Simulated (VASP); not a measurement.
Crystal: Zr3S2.

```
Zr S
1.0
     2.90254    1.67578    3.48777
    -2.90254    1.67578    3.48777
     0.00000   -3.35156    3.48777
Zr S
3 2
Direct
  0.83873 0.50000 0.16127
  0.50000 0.16127 0.83873
  0.16127 0.83873 0.50000
  0.66502 0.66502 0.66502
  0.33498 0.33498 0.33498
```

Base run:

```yaml
Program: VASP 6.6.1
Functional: PBE
Potentials_or_basis: VASP PAW PBE potentials, release 64 (Zr_sv, S)
Cutoff: 520 eV
k_mesh: 6 × 6 × 6
Occupations: fermi-dirac, width 0.05 eV
Spin: no spin polarisation
```

Its results: band gap on the k mesh zero (band 24 reaches 9.00 eV, above the bottom of band 25 at 8.76 eV); pressure -0.9 GPa; largest force 0.055 eV/Å.

Question: The run is repeated on the same cell with these changes: functional from PBE to PBEsol. What comes out?

Answer: Band gap on the k mesh zero (band 24 reaches 8.87 eV, above the bottom of band 25 at 8.63 eV); pressure -5.0 GPa; largest force 0.126 eV/Å.

PBEsol binds more tightly than PBE, so the same cell stands under less pressure.

Caveats: the PAW data sets were made with another functional, which shifts forces and pressure a little (some runs).
